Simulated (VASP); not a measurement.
# Mo (P6/mmm) in VASP: notebook

Mo is run at these levels: PBEsol; tasks: single point.

Program: VASP 6.6.1. These are calculated values, not measurements. Logs are shortened: lines on timing, memory, paths and dates and some standing lists are left out, and cuts for length are marked.

## 1. The cell of the first run

It takes space group P6/mmm (No. 191, hexagonal). Conventional cell: a = 2.694 Å, b = 2.694 Å, c = 2.517 Å, α = 90.00°, β = 90.00°, γ = 120.00°. Within 3.3 Å of Mo (site symmetry 6/mmm) lie 8 Mo at 2.52 to 2.69 Å.

## 2. Single point, PBEsol (strain -0.015 along x and y, -0.015 along z)

INCAR

```
  PREC = Accurate
  ENCUT = 520
  EDIFF = 1E-6
  ISMEAR = 0
  SIGMA = 0.15
  LREAL = F
  LASPH = T
  NELM = 100
  ALGO = Normal
  ISIF = 2
  LWAVE = F
  LCHARG = F
  GGA = PS
  NBANDS = 13
```

KPOINTS

```
Automatic mesh
0
Gamma
  18 18 18
```

POSCAR

```
Mo
1.0
    2.6944777412      0.0000000000      0.0000000000
   -1.3472388706      2.3334861739      0.0000000000
    0.0000000000      0.0000000000      2.5168529895
Mo
1
Direct
    0.0000000000      0.0000000000      0.5000000000
```

Potentials or basis: VASP PAW PBE potentials, release 64 (Mo_sv).

On the command line:

```console
> cat potpaw_PBE.64/Mo_sv/POTCAR > POTCAR
> mpirun -np 1 vasp_std > vasp.out
```

OUTCAR:

```text
PREC = Accurate
   ENCUT = 520
   EDIFF = 1E-6
   ISMEAR = 0
   LREAL = F
   LASPH = T
   NELM = 100
   ISIF = 2
   GGA = PS

 ion  position               nearest neighbor table
   1  0.000  0.000  0.500-

  LATTYP: Found a hexagonal cell.
 ALAT       =     2.6944777412
 C/A-ratio  =     0.9340782264

  Lattice vectors:

 A1 = (   2.6944777412,   0.0000000000,   0.0000000000)
 A2 = (  -1.3472388706,   2.3334861739,   0.0000000000)
 A3 = (   0.0000000000,   0.0000000000,   2.5168529895)

Analysis of symmetry for initial positions (statically):
=====================================================================
 Subroutine PRICEL returns:
 Original cell was already a primitive cell.

 Routine SETGRP: Setting up the symmetry group for a
 hexagonal supercell.

 Subroutine GETGRP returns: Found 24 space group operations
 (whereof 24 operations were pure point group operations)
 out of a pool of 24 trial point group operations.

The static configuration has the point symmetry D_6h.

Analysis of symmetry for dynamics (positions and initial velocities):
=====================================================================
 Subroutine PRICEL returns:
 Original cell was already a primitive cell.

 Routine SETGRP: Setting up the symmetry group for a
 hexagonal supercell.

 Subroutine GETGRP returns: Found 24 space group operations
 (whereof 24 operations were pure point group operations)
 out of a pool of 24 trial point group operations.

The dynamic configuration has the point symmetry D_6h.

 Subroutine INISYM returns: Found 24 space group operations
 (whereof 24 operations are pure point group operations),
 and found     1 'primitive' translations

----------------------------------------------------------------------------------------

                                     Primitive cell

  volume of cell :      15.8248

  direct lattice vectors                    reciprocal lattice vectors
     2.694477741  0.000000000  0.000000000     0.371129434  0.214271679  0.000000000
    -1.347238871  2.333486174  0.000000000     0.000000000  0.428543358  0.000000000
     0.000000000  0.000000000  2.516852989     0.000000000  0.000000000  0.397321577

  length of vectors
     2.694477741  2.694477741  2.516852989     0.428543358  0.428543358  0.397321577

  position of ions in fractional coordinates (direct lattice)
     0.000000000  0.000000000  0.500000000

  ion indices of the primitive-cell ions
   primitive index   ion index
                 1           1

----------------------------------------------------------------------------------------

 KPOINTS: Automatic mesh

Automatic generation of k-mesh.
 Grid dimensions read from file:
 generate k-points for:   18   18   18

 Generating k-lattice:

  Cartesian coordinates                     Fractional coordinates (reciprocal lattice)
     0.020618302  0.011903982  0.000000000     0.055555556  0.000000000  0.000000000
     0.000000000  0.023807964  0.000000000     0.000000000  0.055555556  0.000000000
     0.000000000  0.000000000  0.022073421     0.000000000  0.000000000  0.055555556

  Length of vectors
     0.023807964  0.023807964  0.022073421

  Shift w.r.t. Gamma in fractional coordinates (k-lattice)
     0.000000000  0.000000000  0.000000000

 Subroutine IBZKPT returns following result:
 ===========================================

 Found    370 irreducible k-points:

 Following reciprocal coordinates:
            Coordinates               Weight
  0.000000  0.000000  0.000000      1.000000
  0.055556  0.000000  0.000000      6.000000
  0.111111  0.000000  0.000000      6.000000
  0.166667 -0.000000  0.000000      6.000000
  0.222222  0.000000  0.000000      6.000000
  0.277778  0.000000  0.000000      6.000000
[... 16 lines left out ...]
  0.333333  0.111111  0.000000     12.000000
  0.388889  0.111111  0.000000     12.000000
 [... further k-points ...]
   k-points           NKPTS =    370   k-points in BZ     NKDIM =    370   number of bands    NBANDS=     13
   number of dos      NEDOS =    301   number of ions     NIONS =      1
   total plane-waves  NPLWV =   8000
   dimension x,y,z NGX =    20 NGY =   20 NGZ =   20
   dimension x,y,z NGXF=    40 NGYF=   40 NGZF=   40
   ions per type =               1
   NGX,Y,Z   is equivalent  to a cutoff of  12.34, 12.34, 13.21 a.u.
   NGXF,Y,Z  is equivalent  to a cutoff of  24.68, 24.68, 26.42 a.u.
 SYSTEM =  unknown system
   PREC   = accura    normal or accurate (medium, high low for compatibility)
   ISTART =      0    job   : 0-new  1-cont  2-samecut
   ICHARG =      2    charge: 1-file 2-atom 10-const
   ISPIN  =      1    spin polarized calculation?
   LNONCOLLINEAR =      F non collinear calculations
   LSORBIT =      F    spin-orbit coupling
   LASPH  =      T    aspherical Exc in radial PAW
   ENCUT  =  520.0 eV  38.22 Ry    6.18 a.u.   5.01  5.01  4.68*2*pi/ulx,y,z
   NELM   =    100;   NELMIN=  2; NELMDL= -5     # of ELM steps
   EDIFF  = 0.1E-05   stopping-criterion for ELM
   LREAL  =      F    real-space projection
   EDIFFG = 0.1E-04   stopping-criterion for IOM
   NSW    =      0    number of steps for IOM
   IBRION =     -1    ionic relax: 0-MD 1-quasi-New 2-CG
   NFREE  =      0    steps in history (QN), initial steepest desc. (CG)
   ISIF   =      2    stress and relaxation
   ISYM   =      2    0-nonsym 1-usesym 2-fastsym
   POTIM  = 0.5000    time-step for ionic-motion
   TEBEG  =    0.0;   TEEND  =   0.0 temperature during run
   PSTRESS=    0.0 pullay stress
   NELECT =      14.0000    total number of electrons
   NUPDOWN=      -1.0000    fix difference up-down
   EMIN   =  10.00;   EMAX   =-10.00  energy-range for DOS
   EFERMI =   0.00;   METHOD = LEGACY
   ISMEAR =     0;   SIGMA  =   0.15  broadening in eV -4-tet -1-fermi 0-gaus
   EFERMI_NEDOS =   21; number of points for ismear=-14 and -15
   IALGO  =     38    algorithm
   IMIX   =      4    mixing-type and parameters
     AMIX     =   0.40;   BMIX     =  1.00
     AMIX_MAG =   1.60;   BMIX_MAG =  1.00
  volume/ion in A,a.u.               =      15.82       106.79
  Fermi-wavevector in a.u.,A,eV,Ry     =   1.571586  2.969868 33.604813  2.469884
  Thomas-Fermi vector in A             =   2.673148
   LORBIT       =      0    0 simple, 1 ext, 2 COOP (PROOUT), +10 PAW based schemes
   GGA     = PS    functional components
   LHFCALC =     F    Hartree Fock is set to
   AEXX    =    0.0000 exact exchange contribution
   IVDW    =     0    specifies the selected vdW correction
   LEPSILON=     F    determine dielectric tensor
   LRPA    =     F    only Hartree local field effects (RPA)
 non-spin polarized calculation
 Gauss-broadening in eV      SIGMA  =   0.15
  energy-cutoff  :      520.00
  volume of cell :       15.82
 maximum number of plane-waves:       438
 NGX is ok and might be reduce to    20
   NGX =  9   NGY =  9   NGZ =  9

 number of electron      14.0000002 magnetization

 Free energy of the ion-electron system (eV)
  ---------------------------------------------------
  ext. energy  EPLUGINS =         0.00000000
  ---------------------------------------------------
  free energy    TOTEN  =       -10.86023571 eV

  energy without entropy =      -10.85063230  energy(sigma->0) =      -10.85543401

 E-fermi :  12.1031     XC(G=0): -13.3700

 val. band max:       12.1030539868   @ k =   0.2222   0.2222   0.5000
 cond. band min:      12.1034965647   @ k =   0.3889   0.0000   0.3889
 fundamental gap:      0.0004425778
 Fermi energy:        12.1030704197

 k-point     1 :       0.0000    0.0000    0.0000
  band No.  band energies     occupation
      1     -48.8351      2.00000
      2     -22.0271      2.00000
      3     -22.0271      2.00000
      4     -21.9563      2.00000
      5       5.1635      2.00000
      6       7.5623      2.00000
      7      11.1444      2.00000
      8      11.1444      2.00000
      9      16.5256      0.00000
     10      16.5256      0.00000
     11      25.1483      0.00000
     12      28.2565      0.00000
     13      33.1806      0.00000

 k-point     2 :       0.0556    0.0000    0.0000
  band No.  band energies     occupation
      1     -48.8271      2.00000
      2     -22.0788      2.00000
      3     -22.0385      2.00000
      4     -21.9509      2.00000
      5       5.2920      2.00000
      6       7.6185      2.00000
      7      11.0123      2.00000
      8      11.2632      2.00000
      9      16.3788      0.00000
     10      16.5020      0.00000
     11      25.4511      0.00000
     12      28.5186      0.00000
     13      32.4533      0.00000

 k-point     3 :       0.1111    0.0000    0.0000
  band No.  band energies     occupation
      1     -48.8042      2.00000
      2     -22.2262      2.00000
      3     -22.0714      2.00000
      4     -21.9353      2.00000
      5       5.6548      2.00000
      6       7.7827      2.00000
      7      10.6765      2.00000
      8      11.6148      2.00000
      9      15.9830      0.00000
     10      16.4348      0.00000
     11      26.2762      0.00000
     12      29.2507      0.00000
     13      31.0137      0.00000

 k-point     4 :       0.1667   -0.0000    0.0000
  band No.  band energies     occupation
      1     -48.7688      2.00000
      2     -22.4478      2.00000
      3     -22.1213      2.00000
      4     -21.9114      2.00000
      5       6.1806      2.00000
      6       8.0254      2.00000
      7      10.3028      2.00000
      8      12.1846      0.44184
      9      15.4387      0.00000
     10      16.3335      0.00000
     11      27.2811      0.00000
     12      29.6551      0.00000
     13      30.3183      0.00000

 k-point     5 :       0.2222    0.0000    0.0000
  band No.  band energies     occupation
      1     -48.7250      2.00000
      2     -22.7133      2.00000
      3     -22.1820      2.00000
      4     -21.8819      2.00000
      5       6.7443      2.00000
      6       8.2290      2.00000
      7      10.1736      2.00000
      8      12.9463      0.00000
      9      14.8471      0.00000
     10      16.2120      0.00000
     11      27.0983      0.00000
     12      29.6844      0.00000
     13      30.2785      0.00000

 k-point     6 :       0.2778    0.0000    0.0000
  band No.  band energies     occupation
      1     -48.6779      2.00000
      2     -22.9888      2.00000
      3     -22.2459      2.00000
      4     -21.8503      2.00000
      5       7.1681      2.00000
      6       8.2665      2.00000
      7      10.5773      2.00000
      8      13.8575      0.00000
      9      14.2850      0.00000
     10      16.0859      0.00000
     11      25.8740      0.00000
     12      29.1866      0.00000
     13      30.5855      0.00000

 k-point     7 :       0.3333   -0.0000    0.0000
  band No.  band energies     occupation
      1     -48.6333      2.00000
      2     -23.2416      2.00000
      3     -22.3052      2.00000
      4     -21.8205      2.00000
      5       7.2597      2.00000
      6       8.3696      2.00000
      7      11.3923      2.00000
      8      13.8050      0.00000
      9      14.8502      0.00000
     10      15.9702      0.00000
     11      24.6839      0.00000
     12      28.0762      0.00000
     13      30.7301      0.00000
[... 193 lines left out ...]
 k-point    20 :       0.1667    0.1111    0.0000
  band No.  band energies     occupation
      1     -48.7078      2.00000
      2     -22.7786      2.00000
      3     -22.2451      2.00000
      4     -21.8703      2.00000
      5       7.0567      2.00000
      6       8.5015      2.00000
      7       9.6732      2.00000
      8      13.4841      0.00000
      9      14.7110      0.00000
     10      16.0628      0.00000
     11      27.2284      0.00000
     12      28.0362      0.00000
     13      31.6106      0.00000

 k-point    21 :       0.2222    0.1111    0.0000
  band No.  band energies     occupation
      1     -48.6635      2.00000
      2     -23.0155      2.00000
      3     -22.3277      2.00000
      4     -21.8406      2.00000
      5       7.5472      2.00000
      6       8.5317      2.00000
      7       9.9227      2.00000
      8      14.2374      0.00000
      9      14.4915      0.00000
     10      15.8883      0.00000
     11      25.8698      0.00000
     12      27.4854      0.00000
     13      32.0780      0.00000

 k-point    22 :       0.2778    0.1111    0.0000
  band No.  band energies     occupation
      1     -48.6215      2.00000
      2     -23.2336      2.00000
      3     -22.4048      2.00000
      4     -21.8126      2.00000
      5       7.7474      2.00000
      6       8.4904      2.00000
      7      10.6824      2.00000
      8      13.8283      0.00000
      9      15.5627      0.00000
     10      15.7275      0.00000
     11      24.5956      0.00000
     12      26.6710      0.00000
     13      31.2729      0.00000

 k-point    23 :       0.3333    0.1111    0.0000
  band No.  band energies     occupation
      1     -48.5870      2.00000
      2     -23.4084      2.00000
      3     -22.4671      2.00000
      4     -21.7896      2.00000
      5       7.6203      2.00000
      6       8.6778      2.00000
      7      11.5566      2.00000
      8      13.5158      0.00000
      9      15.5990      0.00000
     10      16.5709      0.00000
     11      23.5214      0.00000
     12      25.7913      0.00000
     13      30.3727      0.00000

 k-point    24 :       0.3889    0.1111    0.0000
  band No.  band energies     occupation
      1     -48.5644      2.00000
      2     -23.5213      2.00000
      3     -22.5074      2.00000
      4     -21.7746      2.00000
      5       7.4707      2.00000
      6       8.8602      2.00000
      7      12.2609      0.13686
      8      13.3205      0.00000
      9      15.5165      0.00000
     10      17.3322      0.00000
     11      22.7650      0.00000
     12      25.0753      0.00000
     13      29.8157      0.00000

 [... further k-points ...]
[... 5 lines left out ...]
  --------------------------------------------------------------------------------------
  -------------------------------------------------------------------------------------
  Total        0.9947027      0.9947027      0.2078088     -0.0000000     -0.0000000      0.0000000
  in kB      100.7085161    100.7085161     21.0395736     -0.0000000     -0.0000000      0.0000000
  external PRESSURE =      74.1522019 kB  Pullay stress =       0.0000000 kB

 VOLUME and BASIS-vectors are now :
 -----------------------------------------------------------------------------
  energy-cutoff  :      520.00
  volume of cell :       15.82
      direct lattice vectors                 reciprocal lattice vectors
     2.694477741  0.000000000  0.000000000     0.371129434  0.214271679  0.000000000
    -1.347238871  2.333486174  0.000000000     0.000000000  0.428543358  0.000000000
     0.000000000  0.000000000  2.516852989     0.000000000  0.000000000  0.397321577

 POSITION                                       TOTAL-FORCE (eV/Angst)
 -----------------------------------------------------------------------------------
      0.00000      0.00000      1.25843         0.000000      0.000000      0.000000
 -----------------------------------------------------------------------------------
    total drift:                               -0.000000      0.000000     -0.000000

  FREE ENERGIE OF THE ION-ELECTRON SYSTEM (eV)
  ---------------------------------------------------
  free  energy   TOTEN  =       -10.8602357092 eV

  energy  without entropy=      -10.8506323036  energy(sigma->0) =      -10.85543401
```

Wall time 19 s (1 thread of Intel Xeon 6975P-C (Granite Rapids), shared host); peak memory 0.18 GiB.

Results:

| Item | Value |
| --- | --- |
| Free energy | -10.8602 eV |
| Pressure | 7.4 GPa |
| Band gap on the k mesh | zero (band 7 reaches 13.14 eV, above the bottom of band 8 at 11.14 eV) |

Stress tensor (GPa, compression positive):
```
10.07  0.00  0.00
 0.00 10.07  0.00
 0.00  0.00  2.10
```

Levels at points of the mesh, in eV from the Fermi level:
```
           k point  band 3  band 4  band 5  band 6  band 7  band 8  band 9  band 10  band 11  band 12
(0.00, 0.00, 0.00)  -34.13  -34.06   -6.94   -4.54   -0.96   -0.96    4.42     4.42    13.05    16.15
(0.50, 0.00, 0.00)  -34.50  -33.88   -5.19   -3.23    1.04    1.19    3.69     4.75    10.78    13.82
(0.00, 0.00, 0.50)  -33.95  -33.95   -3.80   -0.08   -0.08    0.09    0.87     0.87    10.74    16.23
(0.50, 0.00, 0.50)  -35.43  -34.29   -5.68   -3.58   -0.50    5.12    6.49     6.57     7.66    16.68
```

Caveat: the cell differs from its parent crystal (strain -0.015 along x and y, -0.015 along z); the PAW data sets were made with another functional, which shifts forces and pressure a little.

## 3. Single point, PBEsol (strain -0.030 along x and y, +0.030 along z)

INCAR

```
SYSTEM = Mo
PREC = Accurate
ENCUT = 520
EDIFF = 1E-7
ISMEAR = 0
SIGMA = 0.15
LREAL = .FALSE.
LASPH = .TRUE.
NELM = 80
ALGO = Normal
ISIF = 2
LWAVE = .FALSE.
LCHARG = .FALSE.
GGA = PS
NBANDS = 13
```

KPOINTS

```
regular mesh
0
G
  18 18 18
  0 0 0
```

POSCAR

```
Mo
1.0
    2.6534450853      0.0000000000      0.0000000000
   -1.3267225426      2.2979508514      0.0000000000
    0.0000000000      0.0000000000      2.6318361210
Mo
1
Direct
    0.0000000000      0.0000000000      0.5000000000
```

Potentials or basis: VASP PAW PBE potentials, release 64 (Mo_sv).

On the command line:

```console
> cat potpaw_PBE.64/Mo_sv/POTCAR > POTCAR
> mpirun -np 1 vasp_std > vasp.out
```

It took 20 s on 1 thread of Intel Xeon 6975P-C (Granite Rapids), shared host; peak memory 0.18 GiB.

Results (log left out):

```
Free energy            : -10.7935 eV
Pressure               : 5.4 GPa
Band gap on the k mesh : zero (band 7 reaches 12.91 eV, above the bottom of band 8 at 11.04 eV)
```

Stress tensor (GPa, compression positive):
```
 15.18   0.00   0.00
  0.00  15.18   0.00
  0.00   0.00 -14.26
```

Levels at points of the mesh, in eV from the Fermi level:
```csv
k point,band 4,band 5,band 6,band 7,band 8,band 9,band 10,band 11
"(0.00, 0.00, 0.00)",-34.18,-7.07,-4.56,-1.03,-1.03,4.00,4.00,13.28
"(0.50, 0.00, 0.00)",-34.28,-5.38,-2.96,0.04,1.27,3.16,4.96,11.04
"(0.00, 0.00, 0.50)",-34.07,-4.33,-0.57,-0.40,-0.40,1.34,1.34,8.96
"(0.50, 0.00, 0.50)",-34.46,-5.65,-4.16,-0.11,5.21,5.80,6.09,7.42
```

Caveat: the cell differs from its parent crystal (strain -0.030 along x and y, +0.030 along z); the PAW data sets were made with another functional, which shifts forces and pressure a little.
